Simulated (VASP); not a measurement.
Here is a VASP 6.6.1 calculation.

INCAR

```
SYSTEM = Os
PREC = Accurate
ENCUT = 600
EDIFF = 1E-7
ISMEAR = 0
SIGMA = 0.1
LREAL = .False.
LASPH = .True.
NELM = 80
ALGO = Normal
ISIF = 4
LWAVE = .False.
LCHARG = .False.
GGA = PS
IBRION = 2
NSW = 50
EDIFFG = -0.01
```

Contents of KPOINTS:

```
regular mesh
0
Gamma
  18 18 10
  0 0 0
```

File POSCAR:

```
Os
1.0
    2.6402638993      0.0000000000      0.0000000000
   -1.3201319496      2.2865356095      0.0000000000
    0.0000000000      0.0000000000      4.1878296709
Os
2
Direct
    0.3333333333      0.6666666667      0.2500000000
    0.6666666667      0.3333333333      0.7500000000
```

Potentials or basis: VASP PAW PBE potentials, release 64 (Os).

Launch:

```sh
$ cat potpaw_PBE.64/Os/POTCAR > POTCAR
$ mpirun -np 1 vasp_std > vasp.out
```

(1) What does it give for the band gap on the k mesh?

Results:

(1) zero (bands 8 and 9 overlap by 4.68 eV).

Caveat: spin-orbit coupling is left out, which moves the levels of the heavy elements.
